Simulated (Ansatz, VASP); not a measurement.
**Si: VASP beside Ansatz**

```
CELL_PARAMETERS angstrom
0.00000 2.80997 2.73476
2.65955 0.00000 2.73476
2.65955 2.80997 0.00000
ATOMIC_POSITIONS crystal
Si 0.50000 0.50000 0.50000
Si 0.75000 0.75000 0.75000
```

Change from the starting cell: strain +e along x and -e along y -0.0275, strain +e along z and -e/2 along x and y +0.0000.

Alike in both runs: task single point; functional PBE; k mesh 8 × 8 × 8; occupations gaussian, width 0.05 eV; no spin polarisation.

|  | VASP | Ansatz |
| --- | --- | --- |
| version | VASP 6.6.1 | Ansatz 0.2.0 |
| potentials or method | VASP PAW PBE potentials, release 64 (Si), cutoff 520 eV | scalar-relativistic, plane waves, PAW |
| valence electrons in the cell | 8 | 8 |

VASP gave:

```
gap on the k mesh at the Fermi level (eV)                     : 0.22
least direct gap on the mesh (eV)                             : 2.28
pressure (GPa)                                                : 0.0
traceless stress, the component that is largest in VASP (GPa) : -2.76
```

Which values does Ansatz return?

gap on the k mesh at the Fermi level (eV): 0.21; least direct gap on the mesh (eV): 2.27; pressure (GPa): 0.0; traceless stress, the component that is largest in VASP (GPa): -2.75.
